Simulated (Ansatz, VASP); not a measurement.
## B3N2Cl: VASP beside Ansatz

INCAR

```
SYSTEM = B3N2Cl
PREC     = Accurate       ! precision mode
ENCUT    = 520            ! plane-wave cutoff, eV
EDIFF    = 1E-6           ! SCF threshold, eV
ISMEAR   = 0              ! smearing method
SIGMA    = 0.1            ! smearing width, eV
LREAL    = .False.        ! projectors in reciprocal space
LASPH    = .True.         ! aspherical terms in the spheres
NELM     = 150            ! most SCF steps
ALGO     = Normal         ! electronic algorithm
ISIF     = 2              ! what is computed and relaxed
LWAVE    = .False.        ! write WAVECAR
LCHARG   = .False.        ! write CHGCAR
ISPIN    = 2              ! spin polarisation
MAGMOM   = 0 0 0 1 1 0    ! initial moments
LORBIT   = 11             ! projections on sites
GGA      = PE             ! functional
NBANDS   = 26             ! bands
```

Contents of KPOINTS:

```
Automatic mesh
0
Gamma
  6 6 6
  0 0 0
```

The input POSCAR:

```
B3N2Cl
1.0
    5.1175501600      0.0000000000      0.0000000000
   -2.5587750800      4.4319284500      0.0000000000
    0.0000000000      0.0000000000      3.5262409300
B N Cl
3 2 1
Direct
    0.3333333300      0.6666666700      0.0000000000
    0.6666666700      0.3333333300      0.0000000000
    0.0000000000      0.0000000000      0.0000000000
    0.3333333300      0.6666666700      0.5000000000
    0.6666666700      0.3333333300      0.5000000000
    0.0000000000      0.0000000000      0.5000000000
```

Input for Ansatz:

```yaml
crystal:
  lattice:
    - [5.11755016, 0.0, 0.0]
    - [-2.55877508, 4.43192845, 0.0]
    - [0.0, 0.0, 3.52624093]
  atoms:
    - { symbol: B, position: [0.33333333, 0.66666667, 0.0] }
    - { symbol: B, position: [0.66666667, 0.33333333, 0.0] }
    - { symbol: B, position: [0.0, 0.0, 0.0] }
    - { symbol: "N", position: [0.33333333, 0.66666667, 0.5], spin: 1.0 }
    - { symbol: "N", position: [0.66666667, 0.33333333, 0.5], spin: 1.0 }
    - { symbol: Cl, position: [0.0, 0.0, 0.5] }
basis:
  ecutwfc: 420
kpoints:
  mp_grid: { grid: [6, 6, 6] }
hamiltonian:
  xc: pbe
scf:
  occupations: { method: gaussian, width: 0.1 }
  lower_state_search: "off"
output:
  forces: true
  stress: true
  eigenvalues: true
  populations: true
magnetization:
  spin_polarized: true
```

Alike in both runs: task single point; functional PBE; k mesh 6 × 6 × 6; occupations gaussian, width 0.1 eV; collinear spin.

|  | VASP | Ansatz |
| --- | --- | --- |
| version | VASP 6.6.1 | Ansatz 0.2.0 |
| potentials or method | VASP PAW PBE potentials, release 64 (B, N, Cl), cutoff 520 eV | scalar-relativistic, plane waves, PAW |
| valence electrons in the cell | 26 | 26 |

|  | VASP | Ansatz | Ansatz less VASP |
| --- | --- | --- | --- |
| gap on the k mesh at the Fermi level (eV) | none | none | - |
| pressure (GPa) | -24.5 | -23.4 | +1.15 |
| traceless stress, the component that is largest in VASP (GPa) | -51.00 | -45.67 | +5.334 |
| net moment per atom (μB) | 0.00 | 0.26 | +0.256 |
| size of the moment on the site where the two differ most (μB) | 0.00 | 0.51 | +0.509 |

The net moments are unlike, so the other rows may belong to different states. Site moments also hang on the region over which each program counts them. A gap of «none» marks a metal or a gap that the smearing closes.
